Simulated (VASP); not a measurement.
Input of a VASP 6.6.1 run:

INCAR

```
SYSTEM = Al
  PREC = Accurate
  ENCUT = 520
  EDIFF = 1E-7
  ISMEAR = 0
  SIGMA = 0.15
  LREAL = .False.
  LASPH = .True.
  NELM = 60
  ALGO = Fast
  ISIF = 2
  LWAVE = .False.
  LCHARG = .False.
  GGA = PS
  NBANDS = 14
```

Contents of KPOINTS:

```
regular mesh
0
Gamma
  16 16 5
  0 0 0
```

Contents of POSCAR:

```
Al
1.0
   -1.6063180831      1.6063180831     -1.6063180831
   -1.6063180831     -1.6063180831      1.6063180831
   -0.8031590416      5.9433769077      6.9071677575
Al
4
Direct
   -0.0875000000     -0.3500000000      0.8750000000
    0.4875000000      0.4500000000      0.1250000000
   -0.0375000000     -0.1500000000      0.3750000000
    0.4375000000      0.2500000000      0.6250000000
```

Potentials or basis: VASP PAW PBE potentials, release 64 (Al).

Launch:

```bash
$ cat potpaw_PBE.64/Al/POTCAR > POTCAR
$ mpirun -np 1 vasp_std > vasp.out
```

(1) What does it give for the band gap on the k mesh?

(2) Predict the largest force.

(3) Predict the pressure.

Results:

(1) zero (bands 6 and 7 overlap by 6.58 eV).

(2) 0.858 eV/Å.

(3) 1.5 GPa.

Caveat: the PAW data sets were made with another functional, which shifts forces and pressure a little.
